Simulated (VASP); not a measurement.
# TiB in VASP: further runs, part 2 of 3

VASP 6.6.1. The steps go on from the part before.

### 4 Electric field gradients, LDA (volume scaled by 0.96)

INCAR reads:

```
PREC = Accurate ; ENCUT = 520
EDIFF = 1E-8 ; ISMEAR = -1
SIGMA = 0.05 ; LREAL = F
LASPH = T ; NELM = 80
ALGO = Normal ; ISIF = 2
LWAVE = F ; LCHARG = F
GGA = CA ; LEFG = T
NBANDS = 14
```

KPOINTS reads:

```
Automatic mesh
0
Gamma
  13 13 13
```

POSCAR reads:

```
TiB
1.0
    0.0000000000      2.0726046273      2.0726046273
    2.0726046273      0.0000000000      2.0726046273
    2.0726046273      2.0726046273      0.0000000000
Ti B
1 1
Direct
    0.7500000000      0.7500000000      0.7500000000
    0.0000000000      0.0000000000      0.0000000000
```

Potentials or basis: VASP PAW LDA potentials, release 64 (Ti_sv, B).

Started as:

```sh
$ cat potpaw_LDA.64/Ti_sv/POTCAR potpaw_LDA.64/B/POTCAR > POTCAR
$ mpirun -np 1 vasp_std > vasp.out
```

OUTCAR:

```text
PREC = Accurate
   ENCUT = 520
   EDIFF = 1E-8
   ISMEAR = -1
   LREAL = F
   LASPH = T
   NELM = 80
   ISIF = 2
   GGA = CA

 ion  position               nearest neighbor table
   1  0.750  0.750  0.750-   2 1.79   2 1.79   2 1.79   2 1.79
   2  0.000  0.000  0.000-   1 1.79   1 1.79   1 1.79   1 1.79

  LATTYP: Found a face centered cubic cell.
 ALAT       =     4.1452092546

  Lattice vectors:

 A1 = (   0.0000000000,   2.0726046273,   2.0726046273)
 A2 = (   2.0726046273,   0.0000000000,   2.0726046273)
 A3 = (   2.0726046273,   2.0726046273,   0.0000000000)

Analysis of symmetry for initial positions (statically):
=====================================================================
 Subroutine PRICEL returns:
 Original cell was already a primitive cell.

 Routine SETGRP: Setting up the symmetry group for a
 face centered cubic supercell.

 Subroutine GETGRP returns: Found 24 space group operations
 (whereof 24 operations were pure point group operations)
 out of a pool of 48 trial point group operations.

The static configuration has the point symmetry T_d .

Analysis of symmetry for dynamics (positions and initial velocities):
=====================================================================
 Subroutine PRICEL returns:
 Original cell was already a primitive cell.

 Routine SETGRP: Setting up the symmetry group for a
 face centered cubic supercell.

 Subroutine GETGRP returns: Found 24 space group operations
 (whereof 24 operations were pure point group operations)
 out of a pool of 48 trial point group operations.

The dynamic configuration has the point symmetry T_d .
[... 164 lines left out ...]
      9      12.9675      0.00000
     10      12.9675      0.00000
     11      22.4419      0.00000
     12      22.7695      0.00000
     13      22.7695      0.00000
     14      22.7695      0.00000
[... 377 lines left out ...]
      1     -44.3270      2.00000
      2     -21.7020      2.00000
      3     -21.1350      2.00000
      4     -21.0896      2.00000
      5       4.3702      2.00000
      6       6.8545      2.00000
      7       8.3402      2.00000
      8       8.8684      2.00000
      9      13.0814      0.00000
     10      14.0479      0.00000
     11      15.9470      0.00000
     12      19.5855      0.00000
     13      20.6610      0.00000
     14      23.5789      0.00000

 [... further k-points ...]
[... 5 lines left out ...]
  --------------------------------------------------------------------------------------
  -------------------------------------------------------------------------------------
  Total       13.7108403     13.7108403     13.7108403      0.0000000      0.0000000     -0.0000000
  in kB     1233.6593919   1233.6593919   1233.6593919      0.0000000      0.0000000     -0.0000000
  external PRESSURE =    1233.6593919 kB  Pullay stress =       0.0000000 kB

 VOLUME and BASIS-vectors are now :
 -----------------------------------------------------------------------------
  energy-cutoff  :      520.00
  volume of cell :       17.81
      direct lattice vectors                 reciprocal lattice vectors
     0.000000000  2.072604627  2.072604627    -0.241242345  0.241242345  0.241242345
     2.072604627  0.000000000  2.072604627     0.241242345 -0.241242345  0.241242345
     2.072604627  2.072604627  0.000000000     0.241242345  0.241242345 -0.241242345

 POSITION                                       TOTAL-FORCE (eV/Angst)
 -----------------------------------------------------------------------------------
      3.10891      3.10891      3.10891         0.000000      0.000000      0.000000
      0.00000      0.00000      0.00000        -0.000000     -0.000000     -0.000000
 -----------------------------------------------------------------------------------
    total drift:                                0.000001      0.000001      0.000001

  FREE ENERGIE OF THE ION-ELECTRON SYSTEM (eV)
  ---------------------------------------------------
  free  energy   TOTEN  =       -11.4832824985 eV

  energy  without entropy=      -11.4761805384  energy(sigma->0) =      -11.47973152

 Electric field gradients (V/A^2)
---------------------------------------------------------------------
 ion       V_xx      V_yy      V_zz      V_xy      V_xz      V_yz
---------------------------------------------------------------------
   1       0.000    -0.000     0.000     0.000     0.000     0.000
   2       0.000    -0.000    -0.000    -0.000    -0.000    -0.000
---------------------------------------------------------------------

 Electric field gradients after diagonalization (V/A^2)
 (convention: |V_zz| > |V_xx| > |V_yy|)
----------------------------------------------------------------------
 ion       V_xx      V_yy      V_zz     asymmetry (V_yy - V_xx)/ V_zz
----------------------------------------------------------------------
   1      -0.000    -0.000     0.001       0.000
   2       0.000     0.000    -0.000       0.000
----------------------------------------------------------------------

           NMR quadrupolar parameters

 Cq : quadrupolar parameter    Cq=e*Q*V_zz/h
 eta: asymmetry parameters     (V_yy - V_xx)/ V_zz
 Q  : nuclear electric quadrupole moment in mb (millibarn)
----------------------------------------------------------------------
 ion       Cq(MHz)       eta       Q (mb)
----------------------------------------------------------------------
   1       0.000       0.000       1.000
   2      -0.000       0.000       1.000
----------------------------------------------------------------------
```

OSZICAR:

```text
N       E                     dE             d eps       ncg     rms          rms(c)
DAV:   1     0.124653074245E+03    0.12465E+03   -0.79980E+03  2352   0.132E+03
DAV:   2    -0.463049979148E+01   -0.12928E+03   -0.12257E+03  2412   0.337E+02
DAV:   3    -0.136346422269E+02   -0.90041E+01   -0.87034E+01  3410   0.846E+01
DAV:   4    -0.142020423204E+02   -0.56740E+00   -0.56691E+00  2808   0.157E+01
DAV:   5    -0.142082149185E+02   -0.61726E-02   -0.61723E-02  3080   0.171E+00    0.256E+01
DAV:   6    -0.113656779650E+02    0.28425E+01   -0.60139E+00  3298   0.390E+01    0.630E+00
DAV:   7    -0.114176859457E+02   -0.52008E-01   -0.77416E-01  2394   0.955E+00    0.532E+00
DAV:   8    -0.114764421138E+02   -0.58756E-01   -0.14891E-01  3502   0.317E+00    0.113E+00
DAV:   9    -0.114835182578E+02   -0.70761E-02   -0.13756E-02  2352   0.103E+00    0.271E-01
DAV:  10    -0.114833281629E+02    0.19009E-03   -0.24296E-03  2906   0.492E-01    0.194E-01
DAV:  11    -0.114832440037E+02    0.84159E-04   -0.75582E-04  2388   0.289E-01    0.980E-02
DAV:  12    -0.114832812013E+02   -0.37198E-04   -0.13421E-04  2658   0.116E-01    0.277E-03
DAV:  13    -0.114832820825E+02   -0.88116E-06   -0.98598E-06  2596   0.235E-02    0.629E-03
DAV:  14    -0.114832824835E+02   -0.40107E-06   -0.13186E-06  2430   0.900E-03    0.162E-03
DAV:  15    -0.114832824977E+02   -0.14146E-07   -0.95003E-08  2762   0.261E-03    0.121E-03
DAV:  16    -0.114832824985E+02   -0.79513E-09   -0.56476E-09  1338   0.935E-04
   1 F= -.11483282E+02 E0= -.11479732E+02  d E =-.710196E-02
```

Run time: 13 s. Hardware: 1 thread of Intel Xeon Platinum 8375C at 2.90GHz (Ice Lake), shared host; peak memory 0.14 GiB.

What came out:

| Item | Value |
| --- | --- |
| Free energy | -11.4833 eV |
| Pressure | 123.4 GPa |

Levels at points of the mesh, in eV from the Fermi level:
```tsv
k point	band 4	band 5	band 6	band 7	band 8	band 9	band 10	band 11	band 12	band 13
(0.00, 0.00, 0.00)	-30.53	-8.89	-2.02	-2.02	-2.02	3.34	3.34	12.81	13.14	13.14
```

Caveat: the cell differs from its parent crystal (volume scaled by 0.96); without QUAD_EFG the Cq values of the log hold for a quadrupole moment of 1 mb, not for the nuclei.

### 5 Electric field gradients, LDA

This run uses another cell than the first one, of 9.27 Å³/atom, 1.010 times its volume.

INCAR reads:

```
  PREC = Accurate
  ENCUT = 520
  EDIFF = 1E-8
  ISMEAR = -1
  SIGMA = 0.05
  LREAL = False
  LASPH = True
  NELM = 100
  ALGO = Normal
  ISIF = 2
  LWAVE = False
  LCHARG = False
  GGA = CA
  LEFG = True
  NBANDS = 14
```

KPOINTS reads:

```
regular mesh
0
Gamma
  13 13 13
```

POSCAR reads:

```
TiB
1.0
    0.0000000000      2.1010000000      2.1010000000
    2.1010000000      0.0000000000      2.1010000000
    2.1010000000      2.1010000000      0.0000000000
Ti B
1 1
Direct
    0.7500000000      0.7500000000      0.7500000000
    0.0000000000      0.0000000000      0.0000000000
```

Potentials or basis: VASP PAW LDA potentials, release 64 (Ti_sv, B).

Started as:

```sh
$ cat potpaw_LDA.64/Ti_sv/POTCAR potpaw_LDA.64/B/POTCAR > POTCAR
$ mpirun -np 1 vasp_std > vasp.out
```

OUTCAR:

```text
PREC = Accurate
   ENCUT = 520
   EDIFF = 1E-8
   ISMEAR = -1
   LREAL = False
   LASPH = True
   NELM = 100
   ISIF = 2
   GGA = CA

 ion  position               nearest neighbor table
   1  0.750  0.750  0.750-   2 1.82   2 1.82   2 1.82   2 1.82
   2  0.000  0.000  0.000-   1 1.82   1 1.82   1 1.82   1 1.82

  LATTYP: Found a face centered cubic cell.
 ALAT       =     4.2020000000

  Lattice vectors:

 A1 = (   0.0000000000,   2.1010000000,   2.1010000000)
 A2 = (   2.1010000000,   0.0000000000,   2.1010000000)
 A3 = (   2.1010000000,   2.1010000000,   0.0000000000)

Analysis of symmetry for initial positions (statically):
=====================================================================
 Subroutine PRICEL returns:
 Original cell was already a primitive cell.

 Routine SETGRP: Setting up the symmetry group for a
 face centered cubic supercell.

 Subroutine GETGRP returns: Found 24 space group operations
[... 595 lines left out ...]
  volume of cell :       18.55
      direct lattice vectors                 reciprocal lattice vectors
     0.000000000  2.101000000  2.101000000    -0.237981913  0.237981913  0.237981913
     2.101000000  0.000000000  2.101000000     0.237981913 -0.237981913  0.237981913
     2.101000000  2.101000000  0.000000000     0.237981913  0.237981913 -0.237981913

 POSITION                                       TOTAL-FORCE (eV/Angst)
 -----------------------------------------------------------------------------------
      3.15150      3.15150      3.15150         0.000000      0.000000     -0.000000
      0.00000      0.00000      0.00000        -0.000000     -0.000000      0.000000
 -----------------------------------------------------------------------------------
    total drift:                                0.000001      0.000001      0.000001

  FREE ENERGIE OF THE ION-ELECTRON SYSTEM (eV)
  ---------------------------------------------------
  free  energy   TOTEN  =       -12.0128260860 eV

  energy  without entropy=      -12.0054893996  energy(sigma->0) =      -12.00915774

 Electric field gradients (V/A^2)
---------------------------------------------------------------------
 ion       V_xx      V_yy      V_zz      V_xy      V_xz      V_yz
---------------------------------------------------------------------
   1       0.000    -0.000    -0.000     0.001     0.001     0.001
   2       0.000    -0.000    -0.000     0.000     0.000     0.000
---------------------------------------------------------------------

 Electric field gradients after diagonalization (V/A^2)
 (convention: |V_zz| > |V_xx| > |V_yy|)
----------------------------------------------------------------------
 ion       V_xx      V_yy      V_zz     asymmetry (V_yy - V_xx)/ V_zz
----------------------------------------------------------------------
   1      -0.001    -0.001     0.002       0.000
   2      -0.000    -0.000     0.000       0.000
----------------------------------------------------------------------

           NMR quadrupolar parameters

 Cq : quadrupolar parameter    Cq=e*Q*V_zz/h
 eta: asymmetry parameters     (V_yy - V_xx)/ V_zz
 Q  : nuclear electric quadrupole moment in mb (millibarn)
----------------------------------------------------------------------
 ion       Cq(MHz)       eta       Q (mb)
----------------------------------------------------------------------
   1       0.000       0.000       1.000
   2       0.000       0.000       1.000
----------------------------------------------------------------------
```

It took 13 s on 1 thread of Intel Xeon Platinum 8375C at 2.90GHz (Ice Lake), shared host; peak memory 0.14 GiB.

Results:

```
Free energy : -12.0128 eV
Pressure    : 105.5 GPa
```

Caveat: without QUAD_EFG the Cq values of the log hold for a quadrupole moment of 1 mb, not for the nuclei.

[end of part 2 of 3]
